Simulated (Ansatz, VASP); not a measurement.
# Al3N2: VASP beside Ansatz

Contents of INCAR:

```
  ALGO = Normal
  EDIFF = 1E-6
  EDIFFG = -0.01
  ENCUT = 600
  GGA = PE
  IBRION = 2
  ISIF = 3
  ISMEAR = 0
  LASPH = T
  LCHARG = F
  LREAL = F
  LWAVE = F
  NELM = 100
  NSW = 100
  PREC = Accurate
  SIGMA = 0.1
```

KPOINTS

```
k-points
0
Gamma
  10 10 10
```

File POSCAR:

```
Al3N2
1.0
    3.9909292501      0.0000000000      0.0000000000
    0.0000000000      3.9909292501      0.0000000000
    0.0000000000      0.0000000000      3.9909292501
Al N
3 2
Direct
    0.5000000000      0.0000000000      0.0000000000
    0.0000000000      0.5000000000      0.0000000000
    0.0000000000      0.0000000000      0.5000000000
    0.5000000000      0.5000000000      0.5000000000
    0.0000000000      0.0000000000      0.0000000000
```

Input for Ansatz:

```yaml
crystal:
  lattice:
    - [3.9909292501, 0.0, 0.0]
    - [0.0, 3.9909292501, 0.0]
    - [0.0, 0.0, 3.9909292501]
  atoms:
    - { symbol: Al, position: [0.5, 0.0, 0.0] }
    - { symbol: Al, position: [0.0, 0.5, 0.0] }
    - { symbol: Al, position: [0.0, 0.0, 0.5] }
    - { symbol: "N", position: [0.5, 0.5, 0.5] }
    - { symbol: "N", position: [0.0, 0.0, 0.0] }
basis:
  ecutwfc: 420
kpoints:
  mp_grid: { grid: [10, 10, 10] }
hamiltonian:
  xc: pbe
scf:
  occupations: { method: gaussian, width: 0.1 }
output:
  forces: true
  stress: true
  eigenvalues: true
  write_density: true
  write_potential: true
  elf: true
  volumetric_format: npy
relax:
  adjacent_minimum: "off"
  f_tol: 0.01
  max_steps: 80
  cell: { stress_tol: 0.05 }
```

Alike in both runs: task relaxation of cell and atoms; functional PBE; k mesh 10 × 10 × 10; occupations gaussian, width 0.1 eV; no spin polarisation.

|  | VASP | Ansatz |
| --- | --- | --- |
| version | VASP 6.6.1 | Ansatz 0.2.0 |
| potentials or method | VASP PAW PBE potentials, release 64 (Al, N), cutoff 600 eV | scalar-relativistic, plane waves, PAW |
| valence electrons in the cell | 19 | 19 |

|  | VASP | Ansatz | Ansatz less VASP |
| --- | --- | --- | --- |
| gap on the k mesh at the Fermi level, each at its own relaxed structure (eV) | none | none | - |
| relaxed volume (Å³/atom) | 12.60 | 12.62 | +0.021 |
| relaxed length of the cell vector where the two differ most in proportion (Å) | 3.979 | 3.981 | +0.0022 |

A gap of «none» marks a metal or a gap that the smearing closes.
